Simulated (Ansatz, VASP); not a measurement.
## NaCl in VASP and in Ansatz

```
Na Cl
1.0
     2.73219    2.73219    0.00000
    -2.73219    2.73219    0.00000
     0.00000    2.73219    2.73219
Na Cl
1 1
Direct
  0.00000 0.00000 0.00000
  0.50000 0.50000 0.00000
```

Alike in both runs: functional LDA; k mesh 12 × 12 × 12; occupations fermi-dirac, width 0.1 eV; no spin polarisation.

Ansatz relaxed the structure, and its values are those at the end. VASP's run is a single point on that final structure, the one shown.

```csv
,VASP,Ansatz
version,VASP 6.6.1,Ansatz 0.2.0
potentials or method,"VASP PAW LDA potentials, release 64 (Na_pv, Cl)","PAW with Ansatz's default frozen-core files, scalar-relativistic"
plane-wave cutoff (eV),520,420
valence electrons in the cell,14,16
```

```csv
,VASP,Ansatz,Ansatz less VASP
gap on the k mesh at the Fermi level (eV),5.08,5.07,-0.007
pressure (GPa),0.0,0.0,-0.03
```

LDA's correlation is that of Perdew and Zunger in VASP and of Perdew and Wang (1992) in Ansatz. VASP's potentials hold 14 valence electrons a cell and Ansatz's 16, so a difference there can come from the potentials and not from the codes.
